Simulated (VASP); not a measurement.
# Al12H in VASP: a series of runs

The runs below take Al12H through single point, with PBE.

Program: VASP 6.6.1. These are calculated values, not measurements. Logs are shortened: lines on timing, memory, paths and dates and some standing lists are left out, and cuts for length are marked.

**1. The cell of the first run**

The cell holds a slab with vacuum, 13 atoms: a = 5.714 Å, b = 5.714 Å, c = 21.602 Å, α = 90.00°, β = 90.00°, γ = 120.00°.

**2. Single point, PBE, collinear spin**

The input, INCAR:

```
SYSTEM = Al12H
  PREC = Accurate
  ENCUT = 520
  EDIFF = 1E-6
  ISMEAR = 0
  SIGMA = 0.1
  LREAL = .FALSE.
  LASPH = .TRUE.
  NELM = 150
  ALGO = Normal
  ISIF = 2
  LWAVE = .FALSE.
  LCHARG = .TRUE.
  ISPIN = 2
  MAGMOM = 0 0 0 0 0 0 0 0 0 0 0 0 1
  LORBIT = 11
  LDIPOL = .TRUE.
  IDIPOL = 3
  DIPOL = 0.5 0.5 0.312
  GGA = PE
  LELF = .TRUE.
  LVHAR = .TRUE.
  LVACPOTAV = .TRUE.
  NBANDS = 34
```

The input, KPOINTS:

```
regular mesh
0
G
  6 6 1
  0 0 0
```

The input, POSCAR:

```
Al12H
1.0
    5.7143028096      0.0000000000      0.0000000000
   -2.8571514048      4.9487313980      0.0000000000
    0.0000000000      0.0000000000     21.6016424764
Al H
12 1
Direct
    0.3333333333      0.1666666667      0.1851711047
    0.3333333333      0.6666666667      0.1851711047
    0.8333333333      0.1666666667      0.1851711047
    0.8333333333      0.6666666667      0.1851711047
    0.1666666667      0.3333333333      0.2916873740
    0.1666666667      0.8333333333      0.2916873740
    0.6666666667      0.3333333333      0.2916873740
    0.6666666667      0.8333333333      0.2916873740
    0.0000000000      0.0000000000      0.3981939098
    0.0000000000      0.5000000000      0.3981939098
    0.5000000000      0.0000000000      0.3981939098
    0.5000000000      0.5000000000      0.3981939098
    0.4444444444     -0.4444444444      0.5495712879
```

Potentials or basis: VASP PAW PBE potentials, release 64 (Al, H).

Command:

```
$ cat potpaw_PBE.64/Al/POTCAR potpaw_PBE.64/H/POTCAR > POTCAR
$ mpirun -np 1 vasp_std > vasp.out
```

OUTCAR:

```text
SYSTEM = Al12H
   PREC = Accurate
   ENCUT = 520
   EDIFF = 1E-6
   ISMEAR = 0
   LREAL = .FALSE.
   LASPH = .TRUE.
   NELM = 150
   ISIF = 2
   ISPIN = 2
   LORBIT = 11
   GGA = PE

 ion  position               nearest neighbor table
   1  0.333  0.167  0.185-   5 2.83   6 2.83   7 2.83   4 2.86   2 2.86   2 2.86   4 2.86   3 2.86
                             3 2.86
   2  0.333  0.667  0.185-   6 2.83   5 2.83   8 2.83   3 2.86   1 2.86   1 2.86   3 2.86   4 2.86
                             4 2.86
   3  0.833  0.167  0.185-   7 2.83   8 2.83   5 2.83   4 2.86   2 2.86   4 2.86   2 2.86   1 2.86
                             1 2.86
   4  0.833  0.667  0.185-   8 2.83   7 2.83   6 2.83   3 2.86   1 2.86   3 2.86   1 2.86   2 2.86
                             2 2.86
   5  0.167  0.333  0.292-   9 2.83  12 2.83  10 2.83   1 2.83   2 2.83   3 2.83   8 2.86   6 2.86
                             6 2.86   8 2.86   7 2.86   7 2.86
   6  0.167  0.833  0.292-  10 2.83  11 2.83   9 2.83   2 2.83   1 2.83   4 2.83   7 2.86   5 2.86
                             5 2.86   7 2.86   8 2.86   8 2.86
   7  0.667  0.333  0.292-  11 2.83  10 2.83  12 2.83   3 2.83   4 2.83   1 2.83   8 2.86   6 2.86
                             8 2.86   6 2.86   5 2.86   5 2.86
   8  0.667  0.833  0.292-  12 2.83   9 2.83  11 2.83   4 2.83   3 2.83   2 2.83   7 2.86   5 2.86
                             7 2.86   5 2.86   6 2.86   6 2.86
   9  0.000  0.000  0.398-   5 2.83   8 2.83   6 2.83  10 2.86  12 2.86  10 2.86  12 2.86  11 2.86
                            11 2.86
  10  0.000  0.500  0.398-   6 2.83   7 2.83   5 2.83   9 2.86  11 2.86   9 2.86  11 2.86  12 2.86
                            12 2.86
  11  0.500  0.000  0.398-   7 2.83   6 2.83   8 2.83  10 2.86  12 2.86  12 2.86  10 2.86   9 2.86
                             9 2.86
  12  0.500  0.500  0.398-   8 2.83   5 2.83   7 2.83   9 2.86  11 2.86  11 2.86   9 2.86  10 2.86
                            10 2.86
  13  0.444  0.556  0.550-

  LATTYP: Found a hexagonal cell.
 ALAT       =     5.7143028096
 C/A-ratio  =     3.7802761240

  Lattice vectors:

 A1 = (   5.7143028096,   0.0000000000,   0.0000000000)
 A2 = (  -2.8571514048,   4.9487313980,   0.0000000000)
 A3 = (   0.0000000000,   0.0000000000,  21.6016424764)

Analysis of symmetry for initial positions (statically):
=====================================================================
 Subroutine PRICEL returns:
 Original cell was already a primitive cell.

 Routine SETGRP: Setting up the symmetry group for a
 hexagonal supercell.

 Subroutine GETGRP returns: Found  2 space group operations
 (whereof  2 operations were pure point group operations)
 out of a pool of 24 trial point group operations.

The static configuration has the point symmetry C_1h.

Analysis of symmetry for dynamics (positions and initial velocities):
=====================================================================
 Subroutine PRICEL returns:
 Original cell was already a primitive cell.

 Routine SETGRP: Setting up the symmetry group for a
 hexagonal supercell.

 Subroutine GETGRP returns: Found  2 space group operations
 (whereof  2 operations were pure point group operations)
 out of a pool of 24 trial point group operations.

The dynamic configuration has the point symmetry C_1h.

Analysis of structural, dynamic, and magnetic symmetry:
=====================================================================
 Subroutine PRICEL returns:
 Original cell was already a primitive cell.

 Routine SETGRP: Setting up the symmetry group for a
 hexagonal supercell.

 Subroutine GETGRP returns: Found  2 space group operations
 (whereof  2 operations were pure point group operations)
 out of a pool of 24 trial point group operations.

The overall configuration has the point symmetry C_1h.

 Subroutine INISYM returns: Found  2 space group operations
 (whereof  2 operations are pure point group operations),
 and found     1 'primitive' translations

----------------------------------------------------------------------------------------

                                     Primitive cell

  volume of cell :     610.8631

  direct lattice vectors                    reciprocal lattice vectors
     5.714302810  0.000000000  0.000000000     0.174999476  0.101035995  0.000000000
    -2.857151405  4.948731398  0.000000000     0.000000000  0.202071990  0.000000000
     0.000000000  0.000000000 21.601642476     0.000000000  0.000000000  0.046292776

  length of vectors
     5.714302810  5.714302810 21.601642476     0.202071990  0.202071990  0.046292776

  position of ions in fractional coordinates (direct lattice)
     0.333333333  0.166666667  0.185171105
     0.333333333  0.666666667  0.185171105
     0.833333333  0.166666667  0.185171105
     0.833333333  0.666666667  0.185171105
     0.166666667  0.333333333  0.291687374
     0.166666667  0.833333333  0.291687374
     0.666666667  0.333333333  0.291687374
     0.666666667  0.833333333  0.291687374
     0.000000000  0.000000000  0.398193910
     0.000000000  0.500000000  0.398193910
     0.500000000  0.000000000  0.398193910
     0.500000000  0.500000000  0.398193910
     0.444444444  0.555555556  0.549571288

  ion indices of the primitive-cell ions
[... 66 lines left out ...]
   ISTART =      0    job   : 0-new  1-cont  2-samecut
   ICHARG =      2    charge: 1-file 2-atom 10-const
   ISPIN  =      2    spin polarized calculation?
   LNONCOLLINEAR =      F non collinear calculations
   LSORBIT =      F    spin-orbit coupling
   LASPH  =      T    aspherical Exc in radial PAW
   ENCUT  =  520.0 eV  38.22 Ry    6.18 a.u.  10.62 10.62 40.16*2*pi/ulx,y,z
   NELM   =    150;   NELMIN=  2; NELMDL= -5     # of ELM steps
   EDIFF  = 0.1E-05   stopping-criterion for ELM
   LREAL  =      F    real-space projection
   EDIFFG = 0.1E-04   stopping-criterion for IOM
   NSW    =      0    number of steps for IOM
   IBRION =     -1    ionic relax: 0-MD 1-quasi-New 2-CG
   NFREE  =      0    steps in history (QN), initial steepest desc. (CG)
   ISIF   =      2    stress and relaxation
   ISYM   =      2    0-nonsym 1-usesym 2-fastsym
   POTIM  = 0.5000    time-step for ionic-motion
   TEBEG  =    0.0;   TEEND  =   0.0 temperature during run
   PSTRESS=    0.0 pullay stress
   NELECT =      37.0000    total number of electrons
   NUPDOWN=      -1.0000    fix difference up-down
   EMIN   =  10.00;   EMAX   =-10.00  energy-range for DOS
   EFERMI =   0.00;   METHOD = LEGACY
   ISMEAR =     0;   SIGMA  =   0.10  broadening in eV -4-tet -1-fermi 0-gaus
   EFERMI_NEDOS =   21; number of points for ismear=-14 and -15
   IALGO  =     38    algorithm
   IMIX   =      4    mixing-type and parameters
     AMIX     =   0.40;   BMIX     =  1.00
     AMIX_MAG =   1.60;   BMIX_MAG =  1.00
  volume/ion in A,a.u.               =      46.99       317.10
  Fermi-wavevector in a.u.,A,eV,Ry     =   0.642926  1.214953  5.624015  0.413353
  Thomas-Fermi vector in A             =   1.709757
   LORBIT       =     11    0 simple, 1 ext, 2 COOP (PROOUT), +10 PAW based schemes
   GGA     = PE    functional components
   LHFCALC =     F    Hartree Fock is set to
   AEXX    =    0.0000 exact exchange contribution
   IVDW    =     0    specifies the selected vdW correction
   LEPSILON=     F    determine dielectric tensor
   LRPA    =     F    only Hartree local field effects (RPA)
 spin polarized calculation
 Gauss-broadening in eV      SIGMA  =   0.10
  energy-cutoff  :      520.00
  volume of cell :      610.86
 maximum number of plane-waves:     16489
   NGX = 21   NGY = 21   NGZ = 81

 dipolmoment           0.000000      0.000000     -0.005908 electrons x Angstroem

 number of electron      37.0000001 magnetization       0.9632187

 dipolmoment           0.000000      0.000000      0.023244 electrons x Angstroem

 Free energy of the ion-electron system (eV)
  ---------------------------------------------------
  ext. energy  EPLUGINS =         0.00000000
  ---------------------------------------------------
  free energy    TOTEN  =       -43.28543556 eV

  energy without entropy =      -43.25347804  energy(sigma->0) =      -43.26945680

 E-fermi :  -0.0294     XC(G=0):  -4.2765

 val. band max:       -0.0416052849   @ k =   0.5000   0.3333   0.0000
 cond. band min:       0.0043596641   @ k =  -0.1667   0.3333   0.0000
 fundamental gap:      0.0459649490
 Fermi energy:        -0.0293929573

 spin component 1

 k-point     1 :       0.0000    0.0000    0.0000
  band No.  band energies     occupation
      1     -10.6017      1.00000
      2      -8.8923      1.00000
      3      -6.1978      1.00000
      4      -4.7296      1.00000
      5      -4.7265      1.00000
      6      -4.7251      1.00000
[... 418 lines left out ...]
     29       3.2934      0.00000
     30       3.2969      0.00000
 Fermi energy:        -0.0293929573

 spin component 2

 k-point     1 :       0.0000    0.0000    0.0000
  band No.  band energies     occupation
      1     -10.5986      1.00000
      2      -8.8898      1.00000
      3      -6.1908      1.00000
      4      -4.7235      1.00000
      5      -4.7233      1.00000
      6      -4.7231      1.00000
[... 418 lines left out ...]
     29       3.3086      0.00000
     30       3.3122      0.00000
 [bands above 30 left out]

------------------------ aborting loop because EDIFF is reached ----------------------------------------

  FORCE on cell =-STRESS in cart. coord.  units (eV):
  Direction    XX          YY          ZZ          XY          YZ          ZX
  --------------------------------------------------------------------------------------
  -------------------------------------------------------------------------------------
  Total       -2.8363269     -2.8248931     -0.4026767      0.0099019     -0.0145563      0.0252123
  in kB       -7.4391439     -7.4091553     -1.0561441      0.0259709     -0.0381784      0.0661270
  external PRESSURE =      -5.3014811 kB  Pullay stress =       0.0000000 kB

 VOLUME and BASIS-vectors are now :
 -----------------------------------------------------------------------------
  energy-cutoff  :      520.00
  volume of cell :      610.86
      direct lattice vectors                 reciprocal lattice vectors
     5.714302810  0.000000000  0.000000000     0.174999476  0.101035995  0.000000000
    -2.857151405  4.948731398  0.000000000     0.000000000  0.202071990  0.000000000
     0.000000000  0.000000000 21.601642476     0.000000000  0.000000000  0.046292776

 POSITION                                       TOTAL-FORCE (eV/Angst)
 -----------------------------------------------------------------------------------
      1.42858      0.82479      4.00000         0.000987     -0.004952      0.001975
     -0.00000      3.29915      4.00000        -0.005440      0.003141      0.002070
      4.28573      0.82479      4.00000        -0.000816      0.000471      0.003716
      2.85715      3.29915      4.00000         0.004782      0.001621      0.001975
      0.00000      1.64958      6.30093        -0.005178     -0.004536      0.000228
     -1.42858      4.12394      6.30093        -0.001937      0.001118     -0.002972
      2.85715      1.64958      6.30093         0.005809     -0.003354     -0.003244
      1.42858      4.12394      6.30093         0.001340      0.006752      0.000228
      0.00000      0.00000      8.60164        -0.001104      0.000637      0.001306
     -1.42858      2.47437      8.60164        -0.001491     -0.002865      0.004214
      2.85715      0.00000      8.60164         0.001736      0.002723      0.004214
      1.42858      2.47437      8.60164        -0.005705      0.003294      0.094052
      0.95238      2.74930     11.87164         0.007017     -0.004051     -0.107762
 -----------------------------------------------------------------------------------
    total drift:                               -0.000017      0.000010      0.000025

  FREE ENERGIE OF THE ION-ELECTRON SYSTEM (eV)
  ---------------------------------------------------
  free  energy   TOTEN  =       -43.2854355585 eV

  energy  without entropy=      -43.2534780418  energy(sigma->0) =      -43.26945680

 vacuum level on the upper side and lower side of the slab         4.040         3.892

 total charge

# of ion       s       p       d       tot
------------------------------------------
    1        0.451   0.312   0.000   0.763
    2        0.451   0.312   0.000   0.763
    3        0.451   0.312   0.000   0.763
    4        0.451   0.312   0.000   0.763
    5        0.433   0.345   0.000   0.778
    6        0.433   0.345   0.000   0.778
    7        0.433   0.345   0.000   0.778
    8        0.433   0.345   0.000   0.778
    9        0.451   0.312   0.000   0.763
   10        0.451   0.311   0.000   0.763
   11        0.451   0.311   0.000   0.763
   12        0.450   0.311   0.000   0.761
   13        0.378   0.000   0.000   0.378
--------------------------------------------------
tot          5.719   3.873   0.000   9.592

 magnetization (x)

# of ion       s       p       d       tot
------------------------------------------
    1       -0.000   0.001   0.000   0.000
    2        0.000   0.001   0.000   0.001
    3        0.000   0.001   0.000   0.001
    4       -0.000   0.001   0.000   0.000
    5        0.001   0.000   0.000   0.001
    6       -0.001   0.000   0.000  -0.000
    7        0.000   0.000   0.000   0.000
    8        0.001   0.000   0.000   0.001
    9       -0.001   0.000   0.000  -0.000
   10       -0.000   0.001   0.000   0.001
   11       -0.000   0.001   0.000   0.001
   12        0.001  -0.003   0.000  -0.002
   13        0.367   0.000   0.000   0.367
--------------------------------------------------
tot          0.368   0.004   0.000   0.371
```

It took 33 min on 1 thread of Oxide Virtual Turin-like, shared host; peak memory 1 GiB.

What came out:

```yaml
Free_energy: -43.2854 eV
Largest_force: 0.108 eV/Å
Band_gap_on_the_k_mesh: zero (filled and empty bands overlap)
Net_moment: 0.96 μB per cell
Site_moments: Al +0.00, -0.00 (each value once); H +0.37 μB
Valence_electrons_inside_the_program's_atomic_spheres: Al 0.76, 0.78 (each value once); H 0.38
```

Forces in eV/Å, atoms in the order of the input:
```
Al   0.001 -0.005  0.002
Al  -0.005  0.003  0.002
Al  -0.001  0.000  0.004
Al   0.005  0.002  0.002
Al  -0.005 -0.005  0.000
Al  -0.002  0.001 -0.003
Al   0.006 -0.003 -0.003
Al   0.001  0.007  0.000
Al  -0.001  0.001  0.001
Al  -0.001 -0.003  0.004
Al   0.002  0.003  0.004
Al  -0.006  0.003  0.094
H    0.007 -0.004 -0.108
```

Levels at points of the mesh, in eV from the Fermi level:
Spin up:
```csv
k point,band 15,band 16,band 17,band 18,band 19,band 20,band 21,band 22,band 23,band 24
"(0.00, 0.00, 0.00)",-2.74,-2.73,-2.71,-0.39,-0.38,-0.37,-0.15,-0.15,-0.14,0.64
"(0.50, 0.00, 0.00)",-1.55,-0.49,-0.49,-0.22,-0.22,0.94,0.95,1.32,1.33,1.65
"(0.50, 0.50, 0.00)",-1.55,-0.49,-0.49,-0.22,-0.21,0.94,0.95,1.32,1.33,1.65
```
Spin down:
| k point | band 15 | band 16 | band 17 | band 18 | band 19 | band 20 | band 21 | band 22 |
| --- | --- | --- | --- | --- | --- | --- | --- | --- |
| (0.00, 0.00, 0.00) | -2.73 | -2.73 | -0.42 | -0.38 | -0.38 | -0.16 | -0.15 | -0.15 |
| (0.50, 0.00, 0.00) | -0.49 | -0.49 | -0.22 | -0.22 | 0.91 | 0.94 | 1.09 | 1.32 |
| (0.50, 0.50, 0.00) | -0.49 | -0.49 | -0.22 | -0.22 | 0.89 | 0.94 | 1.12 | 1.32 |

**3. Single point, PBE, collinear spin**

The input, INCAR:

```
ALGO = Normal
DIPOL = 0.5 0.5 0.307
EDIFF = 1E-6
ENCUT = 520
GGA = PE
IDIPOL = 3
ISIF = 2
ISMEAR = 0
ISPIN = 2
LASPH = T
LCHARG = F
LDIPOL = T
LORBIT = 11
LREAL = F
LWAVE = F
MAGMOM = 0 0 0 0 0 0 0 0 0 0 0 0 1
NBANDS = 34
NELM = 150
PREC = Accurate
SIGMA = 0.1
```

The input, KPOINTS:

```
k-points
0
Gamma
  6 6 1
```

POSCAR: that of step 2 with these lines changed.

```diff
@@ -20,2 +20,2 @@
     0.5000000000      0.5000000000      0.3981939098
-    0.4444444444     -0.4444444444      0.5495712879
+    0.2222222222     -0.2222222222      0.4940199565
```

Potentials or basis: VASP PAW PBE potentials, release 64 (Al, H).

Command:

```
$ cat potpaw_PBE.64/Al/POTCAR potpaw_PBE.64/H/POTCAR > POTCAR
$ mpirun -np 1 vasp_std > vasp.out
```

Wall time 30 min (1 thread of Oxide Virtual Turin-like, shared host); peak memory 1 GiB.

The run converged. Its results:

* Free energy: -44.1255 eV
* Largest force: 1.391 eV/Å
* Net moment: 0.00 μB per cell
* Valence electrons inside the program's atomic spheres: Al 0.76, 0.78, 0.77, 0.74 (each value once); H 0.42

Forces in eV/Å, atoms in the order of the input:
```
Al  -0.038  0.139 -0.082
Al   0.137 -0.079 -0.018
Al   0.053 -0.030 -0.128
Al  -0.139 -0.036 -0.082
Al  -0.056 -0.077 -0.068
Al  -0.013  0.008  0.252
Al  -0.010  0.006 -0.116
Al   0.039  0.087 -0.068
Al  -0.019  0.011  0.128
Al   0.041  0.269  0.801
Al  -0.212 -0.170  0.801
Al   0.123 -0.071 -0.034
H    0.094 -0.054 -1.386
```

Levels at points of the mesh, in eV from the Fermi level:
Spin up:
```tsv
k point	band 17	band 18	band 19	band 20	band 21	band 22
(0.50, 0.00, 0.00)	-0.36	-0.25	-0.06	0.93	0.94	1.33
(0.50, 0.50, 0.00)	-0.28	-0.25	-0.06	0.92	0.93	1.32
```
Spin down:
| k point | band 16 | band 17 | band 18 | band 19 | band 20 | band 21 | band 22 | band 23 |
| --- | --- | --- | --- | --- | --- | --- | --- | --- |
| (0.00, 0.00, 0.00) | -2.74 | -1.24 | -0.40 | -0.38 | -0.35 | -0.15 | -0.14 | 0.09 |
| (0.50, 0.00, 0.00) | -0.53 | -0.36 | -0.25 | -0.06 | 0.93 | 0.94 | 1.33 | 1.45 |
| (0.50, 0.50, 0.00) | -0.53 | -0.28 | -0.25 | -0.06 | 0.92 | 0.93 | 1.32 | 1.44 |
